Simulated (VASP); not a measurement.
# TeW (Pm-3m) in VASP: further runs

The runs below take TeW through single point, relaxation of cell and atoms, with PBE.

Program: VASP 6.6.1. These are calculated values, not measurements. Logs are shortened: lines on timing, memory, paths and dates and some standing lists are left out, and cuts for length are marked.

## (1) The cell of the first run

Symmetry: Pm-3m, No. 221, cubic system. The conventional cell has a = 3.337 Å, b = 3.337 Å, c = 3.337 Å, α = 90.00°, β = 90.00°, γ = 90.00°. Within 3.8 Å of Te (site symmetry m-3m) lie 8 W at 2.89 Å and 6 Te at 3.34 Å. W (site symmetry m-3m) has 8 Te at 2.89 Å and 6 W at 3.34 Å within 3.8 Å.

## (2) Single point, PBE

INCAR

```
PREC = Accurate ; ENCUT = 520
EDIFF = 1E-6 ; ISMEAR = 0
SIGMA = 0.1 ; LREAL = False
LASPH = True ; NELM = 80
ALGO = Normal ; ISIF = 2
LWAVE = False ; LCHARG = False
GGA = PE ; NBANDS = 17
```

KPOINTS

```
Automatic mesh
0
Gamma
  16 16 16
```

POSCAR

```
TeW
1.0
    3.3374263589      0.0000000000      0.0000000000
    0.0000000000      3.3374263589      0.0000000000
    0.0000000000      0.0000000000      3.3374263589
Te W
1 1
Direct
    0.0000000000      0.0000000000      0.0000000000
    0.5000000000      0.5000000000      0.5000000000
```

Potentials or basis: VASP PAW PBE potentials, release 64 (Te, W_sv).

Launch:

```
> cat potpaw_PBE.64/Te/POTCAR potpaw_PBE.64/W_sv/POTCAR > POTCAR
> mpirun -np 1 vasp_std > vasp.out
```

OUTCAR:

```text
PREC = Accurate
   ENCUT = 520
   EDIFF = 1E-6
   ISMEAR = 0
   LREAL = False
   LASPH = True
   NELM = 80
   ISIF = 2
   GGA = PE

 ion  position               nearest neighbor table
   1  0.000  0.000  0.000-   2 2.89   2 2.89   2 2.89   2 2.89   2 2.89   2 2.89   2 2.89   2 2.89

   2  0.500  0.500  0.500-   1 2.89   1 2.89   1 2.89   1 2.89   1 2.89   1 2.89   1 2.89   1 2.89

  LATTYP: Found a simple cubic cell.
 ALAT       =     3.3374263589

  Lattice vectors:

 A1 = (   3.3374263589,   0.0000000000,   0.0000000000)
 A2 = (   0.0000000000,   3.3374263589,   0.0000000000)
 A3 = (   0.0000000000,   0.0000000000,   3.3374263589)

Analysis of symmetry for initial positions (statically):
=====================================================================
 Subroutine PRICEL returns:
 Original cell was already a primitive cell.

 Routine SETGRP: Setting up the symmetry group for a
 simple cubic supercell.

 Subroutine GETGRP returns: Found 48 space group operations
 (whereof 48 operations were pure point group operations)
 out of a pool of 48 trial point group operations.

The static configuration has the point symmetry O_h .

Analysis of symmetry for dynamics (positions and initial velocities):
=====================================================================
 Subroutine PRICEL returns:
 Original cell was already a primitive cell.

 Routine SETGRP: Setting up the symmetry group for a
 simple cubic supercell.

 Subroutine GETGRP returns: Found 48 space group operations
 (whereof 48 operations were pure point group operations)
 out of a pool of 48 trial point group operations.

The dynamic configuration has the point symmetry O_h .

 Subroutine INISYM returns: Found 48 space group operations
 (whereof 48 operations are pure point group operations),
 and found     1 'primitive' translations

----------------------------------------------------------------------------------------

                                     Primitive cell

  volume of cell :      37.1736

  direct lattice vectors                    reciprocal lattice vectors
     3.337426359  0.000000000  0.000000000     0.299632079  0.000000000  0.000000000
     0.000000000  3.337426359  0.000000000     0.000000000  0.299632079  0.000000000
     0.000000000  0.000000000  3.337426359     0.000000000  0.000000000  0.299632079

  length of vectors
     3.337426359  3.337426359  3.337426359     0.299632079  0.299632079  0.299632079

  position of ions in fractional coordinates (direct lattice)
     0.000000000  0.000000000  0.000000000
     0.500000000  0.500000000  0.500000000

  ion indices of the primitive-cell ions
   primitive index   ion index
                 1           1
                 2           2

----------------------------------------------------------------------------------------

 KPOINTS: Automatic mesh

Automatic generation of k-mesh.
 Grid dimensions read from file:
 generate k-points for:   16   16   16

 Generating k-lattice:

  Cartesian coordinates                     Fractional coordinates (reciprocal lattice)
     0.018727005  0.000000000  0.000000000     0.062500000  0.000000000  0.000000000
     0.000000000  0.018727005  0.000000000     0.000000000  0.062500000  0.000000000
     0.000000000  0.000000000  0.018727005     0.000000000  0.000000000  0.062500000

  Length of vectors
     0.018727005  0.018727005  0.018727005

  Shift w.r.t. Gamma in fractional coordinates (k-lattice)
     0.000000000  0.000000000  0.000000000

 Subroutine IBZKPT returns following result:
 ===========================================

 Found    165 irreducible k-points:

 Following reciprocal coordinates:
            Coordinates               Weight
  0.000000  0.000000  0.000000      1.000000
  0.062500  0.000000  0.000000      6.000000
  0.125000  0.000000  0.000000      6.000000
  0.187500  0.000000  0.000000      6.000000
  0.250000  0.000000  0.000000      6.000000
  0.312500  0.000000  0.000000      6.000000
[... 16 lines left out ...]
  0.437500  0.125000  0.000000     24.000000
  0.500000  0.125000  0.000000     12.000000
 [... further k-points ...]
   k-points           NKPTS =    165   k-points in BZ     NKDIM =    165   number of bands    NBANDS=     17
   number of dos      NEDOS =    301   number of ions     NIONS =      2
   total plane-waves  NPLWV =  21952
   dimension x,y,z NGX =    28 NGY =   28 NGZ =   28
   dimension x,y,z NGXF=    56 NGYF=   56 NGZF=   56
   ions per type =               1   1
   NGX,Y,Z   is equivalent  to a cutoff of  13.95, 13.95, 13.95 a.u.
   NGXF,Y,Z  is equivalent  to a cutoff of  27.90, 27.90, 27.90 a.u.
 SYSTEM =  unknown system
   PREC   = accura    normal or accurate (medium, high low for compatibility)
   ISTART =      0    job   : 0-new  1-cont  2-samecut
   ICHARG =      2    charge: 1-file 2-atom 10-const
   ISPIN  =      1    spin polarized calculation?
   LNONCOLLINEAR =      F non collinear calculations
   LSORBIT =      F    spin-orbit coupling
   LASPH  =      T    aspherical Exc in radial PAW
   ENCUT  =  520.0 eV  38.22 Ry    6.18 a.u.   6.21  6.21  6.21*2*pi/ulx,y,z
   NELM   =     80;   NELMIN=  2; NELMDL= -5     # of ELM steps
   EDIFF  = 0.1E-05   stopping-criterion for ELM
   LREAL  =      F    real-space projection
   EDIFFG = 0.1E-04   stopping-criterion for IOM
   NSW    =      0    number of steps for IOM
   IBRION =     -1    ionic relax: 0-MD 1-quasi-New 2-CG
   NFREE  =      0    steps in history (QN), initial steepest desc. (CG)
   ISIF   =      2    stress and relaxation
   ISYM   =      2    0-nonsym 1-usesym 2-fastsym
   POTIM  = 0.5000    time-step for ionic-motion
   TEBEG  =    0.0;   TEEND  =   0.0 temperature during run
   PSTRESS=    0.0 pullay stress
   NELECT =      20.0000    total number of electrons
   NUPDOWN=      -1.0000    fix difference up-down
   EMIN   =  10.00;   EMAX   =-10.00  energy-range for DOS
   EFERMI =   0.00;   METHOD = LEGACY
   ISMEAR =     0;   SIGMA  =   0.10  broadening in eV -4-tet -1-fermi 0-gaus
   EFERMI_NEDOS =   21; number of points for ismear=-14 and -15
   IALGO  =     38    algorithm
   IMIX   =      4    mixing-type and parameters
     AMIX     =   0.40;   BMIX     =  1.00
     AMIX_MAG =   1.60;   BMIX_MAG =  1.00
  volume/ion in A,a.u.               =      18.59       125.43
  Fermi-wavevector in a.u.,A,eV,Ry     =   1.331496  2.516162 24.121512  1.772881
  Thomas-Fermi vector in A             =   2.460502
   LORBIT       =      0    0 simple, 1 ext, 2 COOP (PROOUT), +10 PAW based schemes
   GGA     = PE    functional components
   LHFCALC =     F    Hartree Fock is set to
   AEXX    =    0.0000 exact exchange contribution
   IVDW    =     0    specifies the selected vdW correction
   LEPSILON=     F    determine dielectric tensor
   LRPA    =     F    only Hartree local field effects (RPA)
 non-spin polarized calculation
 Gauss-broadening in eV      SIGMA  =   0.10
  energy-cutoff  :      520.00
  volume of cell :       37.17
 maximum number of plane-waves:      1024
 NGX is ok and might be reduce to    28
   NGX = 13   NGY = 13   NGZ = 13

 number of electron      19.9999998 magnetization

 Free energy of the ion-electron system (eV)
  ---------------------------------------------------
  ext. energy  EPLUGINS =         0.00000000
  ---------------------------------------------------
  free energy    TOTEN  =       -14.53831324 eV

  energy without entropy =      -14.53117825  energy(sigma->0) =      -14.53474574

 E-fermi :  12.1876     XC(G=0): -12.4044

 val. band max:       12.1779534135   @ k =   0.3125   0.1875   0.0000
 cond. band min:      12.1881876447   @ k =   0.2500   0.1250   0.0000
 fundamental gap:      0.0102342311
 Fermi energy:        12.1876431671

 k-point     1 :       0.0000    0.0000    0.0000
  band No.  band energies     occupation
      1     -62.0179      2.00000
      2     -26.1900      2.00000
      3     -26.1900      2.00000
      4     -26.1900      2.00000
      5      -3.1105      2.00000
      6       8.8195      2.00000
[... 9 lines left out ...]
     16      20.7504      0.00000
     17      24.8010      0.00000

 k-point     2 :       0.0625    0.0000    0.0000
  band No.  band energies     occupation
      1     -62.0177      2.00000
      2     -26.1954      2.00000
      3     -26.1895      2.00000
      4     -26.1895      2.00000
      5      -3.0559      2.00000
      6       8.6066      2.00000
[... 9 lines left out ...]
     16      20.8852      0.00000
     17      24.8528      0.00000

 k-point     3 :       0.1250    0.0000    0.0000
  band No.  band energies     occupation
      1     -62.0173      2.00000
      2     -26.2106      2.00000
      3     -26.1879      2.00000
      4     -26.1879      2.00000
      5      -2.8939      2.00000
      6       7.9396      2.00000
[... 9 lines left out ...]
     16      21.3202      0.00000
     17      24.7844      0.00000

 k-point     4 :       0.1875    0.0000    0.0000
  band No.  band energies     occupation
      1     -62.0166      2.00000
      2     -26.2333      2.00000
      3     -26.1856      2.00000
      4     -26.1856      2.00000
      5      -2.6314      2.00000
      6       6.9679      2.00000
[... 9 lines left out ...]
     16      22.1138      0.00000
     17      24.0516      0.00000

 k-point     5 :       0.2500    0.0000    0.0000
  band No.  band energies     occupation
      1     -62.0158      2.00000
      2     -26.2599      2.00000
      3     -26.1829      2.00000
      4     -26.1829      2.00000
      5      -2.2812      2.00000
      6       5.9090      2.00000
[... 9 lines left out ...]
     16      22.9720      0.00000
     17      22.9755      0.00000

 k-point     6 :       0.3125    0.0000    0.0000
  band No.  band energies     occupation
      1     -62.0150      2.00000
      2     -26.2864      2.00000
      3     -26.1801      2.00000
      4     -26.1801      2.00000
      5      -1.8671      2.00000
      6       4.8927      2.00000
[... 9 lines left out ...]
     16      21.8575      0.00000
     17      21.8583      0.00000

 k-point     7 :       0.3750    0.0000    0.0000
  band No.  band energies     occupation
      1     -62.0143      2.00000
      2     -26.3087      2.00000
      3     -26.1778      2.00000
      4     -26.1778      2.00000
      5      -1.4346      2.00000
      6       4.0109      2.00000
[... 9 lines left out ...]
     16      20.7981      0.00000
     17      20.7981      0.00000

 k-point     8 :       0.4375    0.0000    0.0000
  band No.  band energies     occupation
      1     -62.0139      2.00000
      2     -26.3236      2.00000
      3     -26.1762      2.00000
      4     -26.1762      2.00000
      5      -1.0729      2.00000
      6       3.3736      2.00000
[... 9 lines left out ...]
     16      19.8858      0.00000
     17      19.8858      0.00000
[... 203 lines left out ...]
      1     -62.0160      2.00000
      2     -26.2310      2.00000
      3     -26.2058      2.00000
      4     -26.1837      2.00000
      5      -2.4342      2.00000
      6       7.0616      2.00000
[... 9 lines left out ...]
     16      21.6246      0.00000
     17      22.5899      0.00000

 k-point    20 :       0.2500    0.1250    0.0000
  band No.  band energies     occupation
      1     -62.0152      2.00000
      2     -26.2574      2.00000
      3     -26.2030      2.00000
      4     -26.1811      2.00000
      5      -2.1002      2.00000
      6       6.0349      2.00000
[... 9 lines left out ...]
     16      21.3437      0.00000
     17      22.7165      0.00000

 k-point    21 :       0.3125    0.1250    0.0000
  band No.  band energies     occupation
      1     -62.0144      2.00000
      2     -26.2837      2.00000
      3     -26.2001      2.00000
      4     -26.1785      2.00000
      5      -1.7081      2.00000
      6       5.0618      2.00000
[... 9 lines left out ...]
     16      20.2003      0.00000
     17      21.7750      0.00000

 k-point    22 :       0.3750    0.1250    0.0000
  band No.  band energies     occupation
      1     -62.0137      2.00000
      2     -26.3059      2.00000
      3     -26.1976      2.00000
      4     -26.1762      2.00000
      5      -1.3036      2.00000
      6       4.2250      2.00000
[... 9 lines left out ...]
     16      19.6780      0.00000
     17      20.9593      0.00000

 k-point    23 :       0.4375    0.1250    0.0000
  band No.  band energies     occupation
      1     -62.0133      2.00000
      2     -26.3207      2.00000
      3     -26.1960      2.00000
      4     -26.1748      2.00000
      5      -0.9715      2.00000
      6       3.6277      2.00000
[... 9 lines left out ...]
     16      19.7250      0.00000
     17      20.3565      0.00000

 k-point    24 :       0.5000    0.1250    0.0000
  band No.  band energies     occupation
      1     -62.0131      2.00000
      2     -26.3259      2.00000
      3     -26.1954      2.00000
      4     -26.1742      2.00000
      5      -0.8365      2.00000
      6       3.4034      2.00000
[... 9 lines left out ...]
     16      19.7516      0.00000
     17      20.1204      0.00000

 [... further k-points ...]
[... 5 lines left out ...]
  --------------------------------------------------------------------------------------
  -------------------------------------------------------------------------------------
  Total        0.0005761      0.0005761      0.0005761     -0.0000000     -0.0000000      0.0000000
  in kB        0.0248303      0.0248303      0.0248303     -0.0000000     -0.0000000      0.0000000
  external PRESSURE =       0.0248303 kB  Pullay stress =       0.0000000 kB

 VOLUME and BASIS-vectors are now :
 -----------------------------------------------------------------------------
  energy-cutoff  :      520.00
  volume of cell :       37.17
      direct lattice vectors                 reciprocal lattice vectors
     3.337426359  0.000000000  0.000000000     0.299632079  0.000000000  0.000000000
     0.000000000  3.337426359  0.000000000     0.000000000  0.299632079  0.000000000
     0.000000000  0.000000000  3.337426359     0.000000000  0.000000000  0.299632079

 POSITION                                       TOTAL-FORCE (eV/Angst)
 -----------------------------------------------------------------------------------
      0.00000      0.00000      0.00000         0.000000      0.000000      0.000000
      1.66871      1.66871      1.66871         0.000000      0.000000      0.000000
 -----------------------------------------------------------------------------------
    total drift:                                0.000000      0.000000      0.000000

  FREE ENERGIE OF THE ION-ELECTRON SYSTEM (eV)
  ---------------------------------------------------
  free  energy   TOTEN  =       -14.5383132362 eV

  energy  without entropy=      -14.5311782498  energy(sigma->0) =      -14.53474574
```

It took 51 s on 1 thread of AMD EPYC 9R45 (Zen 5), shared host; peak memory 0.21 GiB.

What came out:

| Property | Result |
| --- | --- |
| Free energy | -14.5383 eV |
| Pressure | 0.0 GPa |
| Band gap on the k mesh | zero (band 10 reaches 13.64 eV, above the bottom of band 11 at 11.55 eV) |

Levels at points of the mesh, in eV from the Fermi level:
```tsv
k point	band 8	band 9	band 10	band 11	band 12	band 13
(0.00, 0.00, 0.00)	-1.30	-1.30	-1.30	0.64	0.64	0.64
(0.50, 0.00, 0.00)	-3.28	-2.61	0.79	2.00	4.56	5.26
(0.50, 0.50, 0.00)	-3.84	-0.91	-0.91	0.91	1.17	2.29
(0.50, 0.50, 0.50)	-7.08	1.45	1.45	1.45	2.42	2.42
```

Caveat: spin-orbit coupling is left out, which moves the levels of the heavy elements.

## (3) Relaxation of cell and atoms, PBE

This run uses another cell than the first one, of 18.63 Å³/atom, 1.002 times its volume.

INCAR

```
PREC     = Accurate       # precision mode
ENCUT    = 600            # plane-wave cutoff, eV
EDIFF    = 1E-7           # SCF threshold, eV
ISMEAR   = 0              # smearing method
SIGMA    = 0.1            # smearing width, eV
LREAL    = F              # projectors in reciprocal space
LASPH    = T              # aspherical terms in the spheres
NELM     = 100            # most SCF steps
ALGO     = Normal         # electronic algorithm
ISIF     = 3              # what is computed and relaxed
LWAVE    = F              # write WAVECAR
LCHARG   = F              # write CHGCAR
GGA      = PE             # functional
IBRION   = 2              # ionic algorithm
NSW      = 100            # ionic steps
EDIFFG   = -0.01          # ionic threshold
```

KPOINTS is that of step 2.

POSCAR

```
TeW
1.0
    3.3400547411      0.0000000000      0.0000000000
    0.0000000000      3.3400547411      0.0000000000
    0.0000000000      0.0000000000      3.3400547411
Te W
1 1
Direct
    0.0000000000      0.0000000000      0.0000000000
    0.5000000000      0.5000000000      0.5000000000
```

Potentials or basis: VASP PAW PBE potentials, release 64 (Te, W_sv).

Launch:

```
> cat potpaw_PBE.64/Te/POTCAR potpaw_PBE.64/W_sv/POTCAR > POTCAR
> mpirun -np 1 vasp_std > vasp.out
```

It took 2.2 min on 1 thread of Intel Xeon Platinum 8259CL at 2.50GHz (Skylake/Cascade Lake), shared host; peak memory 0.26 GiB.

Results (log left out):

```yaml
Free_energy: -14.5385 eV
Relaxed_volume: 18.59 Å³/atom
Relaxed_cell: a = 3.338 Å, b = 3.338 Å, c = 3.338 Å, α = 90.00°, β = 90.00°, γ = 90.00°
Space_group_after_relaxing_to_0.05_Å: Pm-3m (No. 221)
Energy_gained_by_relaxing: 0.1 meV/atom
Ionic_steps: 3
Pressure_after_relaxing: 0.0 GPa
Band_gap_on_the_k_mesh: zero (band 10 reaches 13.64 eV, above the bottom of band 11 at 11.55 eV)
```

The path:
```tsv
step	energy change (eV)	largest force (eV/Å)	pressure (GPa)	volume (Å³)
1	0.0000	0.0000	-0.38	37.26
2	0.0003	0.0000	0.75	37.02
3	-0.0001	0.0000	0.02	37.18
```

Final structure:
```xyz
2
Lattice="3.3375 0.0000 0.0000 0.0000 3.3375 0.0000 0.0000 0.0000 3.3375" Properties=species:S:1:pos:R:3 pbc="T T T"
Te    0.0000    0.0000    0.0000
W     1.6688    1.6688    1.6688
```

Levels at points of the mesh, in eV from the Fermi level:
| k point | band 6 | band 7 | band 8 | band 9 | band 10 | band 11 | band 12 | band 13 | band 14 |
| --- | --- | --- | --- | --- | --- | --- | --- | --- | --- |
| (0.00, 0.00, 0.00) | -3.37 | -3.37 | -1.30 | -1.30 | -1.30 | 0.64 | 0.64 | 0.64 | 2.56 |
| (0.50, 0.00, 0.00) | -9.06 | -3.28 | -3.28 | -2.61 | 0.79 | 2.00 | 4.56 | 5.26 | 5.26 |
| (0.50, 0.50, 0.00) | -6.14 | -6.14 | -3.84 | -0.91 | -0.91 | 0.91 | 1.17 | 2.29 | 3.00 |
| (0.50, 0.50, 0.50) | -7.08 | -7.08 | -7.08 | 1.45 | 1.45 | 1.45 | 2.42 | 2.42 | 4.39 |

Caveat: spin-orbit coupling is left out, which moves the levels of the heavy elements.

(Continued in part 2 of 2.)
